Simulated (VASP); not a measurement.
Wanted: the native input for a VASP 6.6.1 run.

```
Task                   : single point
Functional             : PBE
Potentials or basis    : VASP PAW PBE potentials, release 64 (Zr_sv)
Cutoff                 : 500 eV
k mesh                 : 14 × 14 × 14
Occupations            : fermi-dirac, width 0.1 eV
Spin                   : no spin polarisation
Dipole correction      : no
Further INCAR settings : ALGO = Normal; EDIFF = 1e-06; NBANDS = 19
```

The structure of Zr lies in POSCAR:

```
Zr
1.0
   -2.1994712646      2.1994712646      1.2198272480
    2.1994712646     -2.1994712646      1.2198272480
    2.1994712646      2.1994712646     -1.2198272480
Zr
2
Direct
   -0.3750000000     -0.1250000000     -0.2500000000
    0.3750000000      0.1250000000      0.2500000000
```

This cell differs from its parent crystal: volume scaled by 0.5.

One way to write it, as run:

INCAR

```
SYSTEM = Zr
PREC     = Accurate       ! precision mode
ENCUT    = 500            ! plane-wave cutoff, eV
EDIFF    = 1E-6           ! SCF threshold, eV
ISMEAR   = -1             ! smearing method
SIGMA    = 0.1            ! smearing width, eV
LREAL    = .False.        ! projectors in reciprocal space
LASPH    = .True.         ! aspherical terms in the spheres
NELM     = 120            ! most SCF steps
ALGO     = Normal         ! electronic algorithm
ISIF     = 2              ! what is computed and relaxed
LWAVE    = .False.        ! write WAVECAR
LCHARG   = .False.        ! write CHGCAR
GGA      = PE             ! functional
NBANDS   = 19             ! bands
GGA_COMPAT= .False.
```

KPOINTS

```
regular mesh
0
Gamma
  14 14 14
  0 0 0
```

Potentials or basis: VASP PAW PBE potentials, release 64 (Zr_sv).

Command:

```console
$ cat potpaw_PBE.64/Zr_sv/POTCAR > POTCAR
$ mpirun -np 1 vasp_std > vasp.out
```

It gave:

```json
{
  "Pressure": "203.5 GPa",
  "Band gap on the k mesh": "zero (band 12 reaches 19.90 eV, above the bottom of band 13 at 16.87 eV)"
}
```

Run time: 47 s on 1 thread of Intel Xeon 6975P-C, on a shared host, peak memory 0.2 GiB.
